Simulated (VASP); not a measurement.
# Zn in VASP: further runs

The runs below take Zn through single point, with PBE, LDA, PBEsol.

Program: VASP 6.6.1. These are calculated values, not measurements. Logs are shortened: lines on timing, memory, paths and dates and some standing lists are left out, and cuts for length are marked.

### 1 The cell of the first run

The typed cell holds 1 atom: a = 2.808 Å, b = 2.780 Å, c = 2.766 Å, α = 60.29°, β = 58.72°, γ = 60.17°.

### 2 Single point, PBE (the cell strained at random)

The input, INCAR:

```
PREC = Accurate
ENCUT = 520
EDIFF = 1E-7
ISMEAR = -1
SIGMA = 0.05
LREAL = F
LASPH = T
NELM = 60
ALGO = Fast
ISIF = 2
LWAVE = F
LCHARG = F
GGA = PE
NBANDS = 12
```

The input, KPOINTS:

```
Automatic mesh
0
Gamma
  12 12 12
```

The input, POSCAR:

```
Zn
1.0
    0.0039870000      2.0045680000      1.9670160000
    1.9566530000     -0.0043170000      1.9753200000
    1.9274130000      1.9836310000      0.0249230000
Zn
1
Direct
   -0.0277730000      0.0115580000      0.0100190000
```

Potentials or basis: VASP PAW PBE potentials, release 64 (Zn).

The run is started by

```console
$ cat potpaw_PBE.64/Zn/POTCAR > POTCAR
$ mpirun -np 1 vasp_std > vasp.out
```

OUTCAR:

```text
PREC = Accurate
   ENCUT = 520
   EDIFF = 1E-7
   ISMEAR = -1
   LREAL = F
   LASPH = T
   NELM = 60
   ISIF = 2
   GGA = PE

 ion  position               nearest neighbor table
   1  0.972  0.012  0.010-

  LATTYP: Found a triclinic cell.
 ALAT       =     2.7851105339
 B/A-ratio  =     0.9982941149
 C/A-ratio  =     0.9814500073
 COS(alpha) =     0.0095641902
 COS(beta)  =     0.4846989753
 COS(gamma) =     0.5060241300

  Lattice vectors:

 A1 = (   0.0292400000,  -1.9879480000,   1.9503970000)
 A2 = (   1.9566530000,  -0.0043170000,   1.9753200000)
 A3 = (  -1.9234260000,   0.0209370000,   1.9420930000)

Analysis of symmetry for initial positions (statically):
=====================================================================
 Subroutine PRICEL returns:
 Original cell was already a primitive cell.

 Routine SETGRP: Setting up the symmetry group for a
 triclinic supercell.

 Subroutine GETGRP returns: Found  2 space group operations
 (whereof  1 operations were pure point group operations)
 out of a pool of  2 trial point group operations.

The static configuration has the point symmetry C_1 .
 The point group associated with its full space group is S_2 .

Analysis of symmetry for dynamics (positions and initial velocities):
=====================================================================
 Subroutine PRICEL returns:
 Original cell was already a primitive cell.

 Routine SETGRP: Setting up the symmetry group for a
 triclinic supercell.

 Subroutine GETGRP returns: Found  2 space group operations
 (whereof  1 operations were pure point group operations)
 out of a pool of  2 trial point group operations.

The dynamic configuration has the point symmetry C_1 .
 The point group associated with its full space group is S_2 .

 Subroutine INISYM returns: Found  2 space group operations
 (whereof  1 operations are pure point group operations),
 and found     1 'primitive' translations

----------------------------------------------------------------------------------------

                                     Primitive cell

  volume of cell :      15.1694

  direct lattice vectors                    reciprocal lattice vectors
     0.003987000  2.004568000  1.967016000    -0.258309850  0.247767478  0.256410280
     1.956653000 -0.004317000  1.975320000     0.253923429 -0.249920561  0.254177072
     1.927413000  1.983631000  0.024923000     0.261588898  0.253199479 -0.258563493

  length of vectors
     2.808462339  2.780359455  2.765923711     0.440294144  0.437656691  0.446535337

  position of ions in fractional coordinates (direct lattice)
     0.972227000  0.011558000  0.010019000

  ion indices of the primitive-cell ions
   primitive index   ion index
                 1           1

----------------------------------------------------------------------------------------

 KPOINTS: Automatic mesh

Automatic generation of k-mesh.
 Grid dimensions read from file:
 generate k-points for:   12   12   12

 Generating k-lattice:

  Cartesian coordinates                     Fractional coordinates (reciprocal lattice)
    -0.021525821  0.020647290  0.021367523     0.083333333 -0.000000000 -0.000000000
     0.021160286 -0.020826713  0.021181423    -0.000000000  0.083333333 -0.000000000
     0.021799075  0.021099957 -0.021546958    -0.000000000  0.000000000  0.083333333

  Length of vectors
     0.036691179  0.036471391  0.037211278

  Shift w.r.t. Gamma in fractional coordinates (k-lattice)
     0.000000000  0.000000000  0.000000000

 Subroutine IBZKPT returns following result:
 ===========================================

 Found    868 irreducible k-points:

 Following reciprocal coordinates:
            Coordinates               Weight
  0.000000  0.000000  0.000000      1.000000
  0.083333  0.000000 -0.000000      2.000000
  0.166667  0.000000  0.000000      2.000000
  0.250000  0.000000 -0.000000      2.000000
  0.333333  0.000000 -0.000000      2.000000
  0.416667  0.000000 -0.000000      2.000000
[... 16 lines left out ...]
  0.250000  0.166667 -0.000000      2.000000
  0.333333  0.166667  0.000000      2.000000
 [... further k-points ...]
   k-points           NKPTS =    868   k-points in BZ     NKDIM =    868   number of bands    NBANDS=     12
   number of dos      NEDOS =    301   number of ions     NIONS =      1
   total plane-waves  NPLWV =  13824
   dimension x,y,z NGX =    24 NGY =   24 NGZ =   24
   dimension x,y,z NGXF=    48 NGYF=   48 NGZF=   48
   ions per type =               1
   NGX,Y,Z   is equivalent  to a cutoff of  14.21, 14.35, 14.43 a.u.
   NGXF,Y,Z  is equivalent  to a cutoff of  28.41, 28.70, 28.85 a.u.
 SYSTEM =  unknown system
   PREC   = accura    normal or accurate (medium, high low for compatibility)
   ISTART =      0    job   : 0-new  1-cont  2-samecut
   ICHARG =      2    charge: 1-file 2-atom 10-const
   ISPIN  =      1    spin polarized calculation?
   LNONCOLLINEAR =      F non collinear calculations
   LSORBIT =      F    spin-orbit coupling
   LASPH  =      T    aspherical Exc in radial PAW
   ENCUT  =  520.0 eV  38.22 Ry    6.18 a.u.   5.22  5.17  5.14*2*pi/ulx,y,z
   NELM   =     60;   NELMIN=  2; NELMDL= -5     # of ELM steps
   EDIFF  = 0.1E-06   stopping-criterion for ELM
   LREAL  =      F    real-space projection
   EDIFFG = 0.1E-05   stopping-criterion for IOM
   NSW    =      0    number of steps for IOM
   IBRION =     -1    ionic relax: 0-MD 1-quasi-New 2-CG
   NFREE  =      0    steps in history (QN), initial steepest desc. (CG)
   ISIF   =      2    stress and relaxation
   ISYM   =      2    0-nonsym 1-usesym 2-fastsym
   POTIM  = 0.5000    time-step for ionic-motion
   TEBEG  =    0.0;   TEEND  =   0.0 temperature during run
   PSTRESS=    0.0 pullay stress
   NELECT =      12.0000    total number of electrons
   NUPDOWN=      -1.0000    fix difference up-down
   EMIN   =  10.00;   EMAX   =-10.00  energy-range for DOS
   EFERMI =   0.00;   METHOD = LEGACY
   ISMEAR =    -1;   SIGMA  =   0.05  broadening in eV -4-tet -1-fermi 0-gaus
   EFERMI_NEDOS =   21; number of points for ismear=-14 and -15
   IALGO  =     68    algorithm
   IMIX   =      4    mixing-type and parameters
     AMIX     =   0.40;   BMIX     =  1.00
     AMIX_MAG =   1.60;   BMIX_MAG =  1.00
  volume/ion in A,a.u.               =      15.17       102.37
  Fermi-wavevector in a.u.,A,eV,Ry     =   1.514068  2.861174 31.190035  2.292403
  Thomas-Fermi vector in A             =   2.623775
   LORBIT       =      0    0 simple, 1 ext, 2 COOP (PROOUT), +10 PAW based schemes
   GGA     = PE    functional components
   LHFCALC =     F    Hartree Fock is set to
   AEXX    =    0.0000 exact exchange contribution
   IVDW    =     0    specifies the selected vdW correction
   LEPSILON=     F    determine dielectric tensor
   LRPA    =     F    only Hartree local field effects (RPA)
 non-spin polarized calculation
 RMM-DIIS sequential band-by-band and
  energy-cutoff  :      520.00
  volume of cell :       15.17
 maximum number of plane-waves:       421
 NGX is ok and might be reduce to    24
   NGX = 11   NGY = 11   NGZ = 11

 number of electron      11.9999998 magnetization

 Free energy of the ion-electron system (eV)
  ---------------------------------------------------
  ext. energy  EPLUGINS =         0.00000000
  ---------------------------------------------------
  free energy    TOTEN  =        -1.07740084 eV

  energy without entropy =       -1.07388526  energy(sigma->0) =       -1.07564305

 E-fermi :   3.0368     XC(G=0): -11.5770

 val. band max:        3.0362386670   @ k =   0.5000   0.4167   0.4167
 cond. band min:       3.0449202689   @ k =   0.0000  -0.1667   0.4167
 fundamental gap:      0.0086816019
 Fermi energy:         3.0368417536

 k-point     1 :       0.0000    0.0000    0.0000
  band No.  band energies     occupation
      1      -7.2712      2.00000
      2      -4.5878      2.00000
      3      -4.5443      2.00000
      4      -4.4881      2.00000
      5      -4.1880      2.00000
      6      -4.1310      2.00000
      7      20.9510      0.00000
      8      21.2136      0.00000
      9      21.5405      0.00000
     10      22.3819      0.00000
     11      23.8148      0.00000
     12      23.9795      0.00000

 k-point     2 :       0.0833    0.0000   -0.0000
  band No.  band energies     occupation
      1      -7.0627      2.00000
      2      -4.5849      2.00000
      3      -4.5243      2.00000
      4      -4.4816      2.00000
      5      -4.1920      2.00000
      6      -4.1390      2.00000
      7      18.2202      0.00000
      8      20.4389      0.00000
      9      20.9284      0.00000
     10      21.9646      0.00000
     11      24.7137      0.00000
     12      25.3654      0.00000

 k-point     3 :       0.1667    0.0000    0.0000
  band No.  band energies     occupation
      1      -6.4637      2.00000
      2      -4.5814      2.00000
      3      -4.4830      2.00000
      4      -4.4510      2.00000
      5      -4.1818      2.00000
      6      -4.1450      2.00000
      7      14.1711      0.00000
      8      19.6296      0.00000
      9      20.0415      0.00000
     10      21.6092      0.00000
     11      26.0204      0.00000
     12      26.5385      0.00000

 k-point     4 :       0.2500    0.0000   -0.0000
  band No.  band energies     occupation
      1      -5.6664      2.00000
      2      -4.4743      2.00000
      3      -4.4474      2.00000
      4      -4.3775      2.00000
      5      -4.1094      2.00000
      6      -4.1030      2.00000
      7      10.3602      0.00000
      8      18.9965      0.00000
      9      19.2610      0.00000
     10      21.2663      0.00000
     11      24.5098      0.00000
     12      25.2512      0.00000

 k-point     5 :       0.3333    0.0000   -0.0000
  band No.  band energies     occupation
      1      -5.2974      2.00000
      2      -4.5071      2.00000
      3      -4.4789      2.00000
      4      -4.0168      2.00000
      5      -3.9899      2.00000
      6      -3.3274      2.00000
      7       6.8813      0.00000
      8      18.5524      0.00000
      9      18.7810      0.00000
     10      20.9243      0.00000
     11      23.1374      0.00000
     12      23.6623      0.00000
[... 228 lines left out ...]
      1      -6.5243      2.00000
      2      -4.6207      2.00000
      3      -4.4966      2.00000
      4      -4.4058      2.00000
      5      -4.2124      2.00000
      6      -4.1211      2.00000
      7      15.3507      0.00000
      8      18.2294      0.00000
      9      20.0006      0.00000
     10      21.5854      0.00000
     11      23.9050      0.00000
     12      26.2718      0.00000

 k-point    22 :       0.1667    0.1667   -0.0000
  band No.  band energies     occupation
      1      -6.1892      2.00000
      2      -4.6866      2.00000
      3      -4.4131      2.00000
      4      -4.3551      2.00000
      5      -4.2525      2.00000
      6      -4.0966      2.00000
      7      16.4475      0.00000
      8      16.9084      0.00000
      9      18.3123      0.00000
     10      19.1308      0.00000
     11      21.2026      0.00000
     12      29.8308      0.00000

 k-point    23 :       0.2500    0.1667   -0.0000
  band No.  band energies     occupation
      1      -5.5689      2.00000
      2      -4.7424      2.00000
      3      -4.3895      2.00000
      4      -4.3096      2.00000
      5      -4.0938      2.00000
      6      -4.0491      2.00000
      7      13.3422      0.00000
      8      15.9247      0.00000
      9      18.1599      0.00000
     10      18.7010      0.00000
     11      19.9902      0.00000
     12      29.5599      0.00000

 k-point    24 :       0.3333    0.1667    0.0000
  band No.  band energies     occupation
      1      -5.1059      2.00000
      2      -4.6717      2.00000
      3      -4.4542      2.00000
      4      -4.3083      2.00000
      5      -3.9621      2.00000
      6      -3.3678      2.00000
      7       9.7204      0.00000
      8      15.3372      0.00000
      9      16.4465      0.00000
     10      17.9931      0.00000
     11      22.4359      0.00000
     12      28.6641      0.00000

 [... further k-points ...]
[... 5 lines left out ...]
  --------------------------------------------------------------------------------------
  -------------------------------------------------------------------------------------
  Total        0.0387597     -0.0301650      0.0720542     -0.0621316      0.0437723      0.0532461
  in kB        4.0937543     -3.1859943      7.6102755     -6.5622647      4.6231821      5.6237944
  external PRESSURE =       2.8393452 kB  Pullay stress =       0.0000000 kB

 VOLUME and BASIS-vectors are now :
 -----------------------------------------------------------------------------
  energy-cutoff  :      520.00
  volume of cell :       15.17
      direct lattice vectors                 reciprocal lattice vectors
     0.003987000  2.004568000  1.967016000    -0.258309850  0.247767478  0.256410280
     1.956653000 -0.004317000  1.975320000     0.253923429 -0.249920561  0.254177072
     1.927413000  1.983631000  0.024923000     0.261588898  0.253199479 -0.258563493

 POSITION                                       TOTAL-FORCE (eV/Angst)
 -----------------------------------------------------------------------------------
      0.04580      1.96872      1.93547         0.000000     -0.000000     -0.000000
 -----------------------------------------------------------------------------------
    total drift:                               -0.000008     -0.000032     -0.000054

  FREE ENERGIE OF THE ION-ELECTRON SYSTEM (eV)
  ---------------------------------------------------
  free  energy   TOTEN  =        -1.0774008376 eV

  energy  without entropy=       -1.0738852572  energy(sigma->0) =       -1.07564305
```

It took 62 s on 1 thread of Intel Xeon Platinum 8559C (Emerald Rapids), shared host; peak memory 0.27 GiB.

What came out:

* Free energy: -1.0774 eV
* Pressure: 0.3 GPa
* Band gap on the k mesh: zero (band 6 reaches 5.25 eV, above the bottom of band 7 at 1.56 eV)

Caveat: the cell differs from its parent crystal (the cell strained at random).

### 3 Single point, LDA (volume scaled by 0.94)

The input, INCAR:

```
ALGO = Fast
EDIFF = 1E-6
ENCUT = 520
ISIF = 2
ISMEAR = -1
LASPH = True
LCHARG = False
LREAL = False
LWAVE = False
NBANDS = 12
NELM = 60
PREC = Accurate
SIGMA = 0.05
```

The input, KPOINTS:

```
k-points
0
Gamma
  12 12 12
```

The input, POSCAR:

```
Zn
1.0
    0.0000000000      1.9246672763      1.9246672763
    1.9246672763      0.0000000000      1.9246672763
    1.9246672763      1.9246672763      0.0000000000
Zn
1
Direct
    0.0000000000      0.0000000000      0.0000000000
```

Potentials or basis: VASP PAW LDA potentials, release 64 (Zn).

The run is started by

```console
$ cat potpaw_LDA.64/Zn/POTCAR > POTCAR
$ mpirun -np 1 vasp_std > vasp.out
```

Wall time 22 s (1 thread of AMD EPYC 7R13, shared host); peak memory 0.09 GiB.

Results (log left out):

```
Free energy            : -1.8321 eV
Pressure               : -4.2 GPa
Band gap on the k mesh : zero (band 6 reaches 5.59 eV, above the bottom of band 7 at 1.98 eV)
```

Levels at points of the mesh, in eV from the Fermi level:
| k point | band 2 | band 3 | band 4 | band 5 | band 6 | band 7 | band 8 | band 9 | band 10 | band 11 |
| --- | --- | --- | --- | --- | --- | --- | --- | --- | --- | --- |
| (0.00, 0.00, 0.00) | -7.81 | -7.81 | -7.81 | -7.38 | -7.38 | 19.05 | 19.05 | 19.05 | 19.56 | 21.91 |
| (0.50, 0.00, 0.00) | -7.82 | -7.82 | -7.07 | -7.07 | -3.08 | -1.27 | 15.88 | 15.88 | 18.06 | 19.73 |
| (0.50, 0.50, 0.00) | -8.50 | -7.08 | -6.99 | -6.99 | -1.10 | 1.98 | 8.73 | 8.73 | 12.65 | 14.00 |

[end of part 1 of 2]
